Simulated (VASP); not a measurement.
Wanted: the native input for a VASP 6.6.1 run.

* Task: single point
* Functional: PBEsol
* Potentials or basis: VASP PAW PBE potentials, release 64 (Co, O)
* Cutoff: 520 eV
* k mesh: 11 × 11 × 11
* Occupations: fermi-dirac, width 0.05 eV
* Spin: collinear spin, ferromagnetic start
* Starting moments: [2.0, 0.0] μB
* Hubbard terms: Co d U = 6.0 eV
* Dipole correction: no
* Further INCAR settings: ALGO = Normal; EDIFF = 1e-07; NBANDS = 18

The structure of CoO lies in POSCAR:

```
CoO
1.0
    1.5054695445      0.8691832468      2.4399269062
   -1.5054695445      0.8691832468      2.4399269062
    0.0000000000     -1.7383664936      2.4399269062
Co O
1 1
Direct
    0.0000000000      0.0000000000      0.0000000000
    0.5000000000      0.5000000000      0.5000000000
```

These files were run (other wordings do the same):

INCAR

```
SYSTEM = CoO
PREC = Accurate
ENCUT = 520
EDIFF = 1E-7
ISMEAR = -1
SIGMA = 0.05
LREAL = .FALSE.
LASPH = .TRUE.
NELM = 150
ALGO = Normal
ISIF = 2
LWAVE = .FALSE.
LCHARG = .FALSE.
ISPIN = 2
MAGMOM = 2 0
LORBIT = 11
LMAXMIX = 4
LDAU = .TRUE.
LDAUTYPE = 2
LDAUL = 2 -1
LDAUU = 6 0
LDAUJ = 0 0
LDAUPRINT = 1
GGA = PS
NBANDS = 18
```

KPOINTS

```
Automatic mesh
0
G
  11 11 11
  0 0 0
```

Potentials or basis: VASP PAW PBE potentials, release 64 (Co, O).

Command:

```sh
$ cat potpaw_PBE.64/Co/POTCAR potpaw_PBE.64/O/POTCAR > POTCAR
$ mpirun -np 1 vasp_std > vasp.out
```

Results of the run:

```yaml
Pressure: -8.4 GPa
Band_gap_on_the_k_mesh: zero (filled and empty bands overlap)
Net_moment: 3.00 μB per cell
Site_moments: Co +2.80; O +0.21 μB
Valence_electrons_inside_the_program's_atomic_spheres: Co 7.85; O 4.99
```

Caveat: the cell stands under tension; the PAW data sets were made with another functional, which shifts forces and pressure a little; a cell with one magnetic atom can't hold antiferromagnetic order, which such compounds often take.

Run time: 110 s on 1 thread of Intel Xeon 8259CL (shared host), peak memory 0.21 GiB.
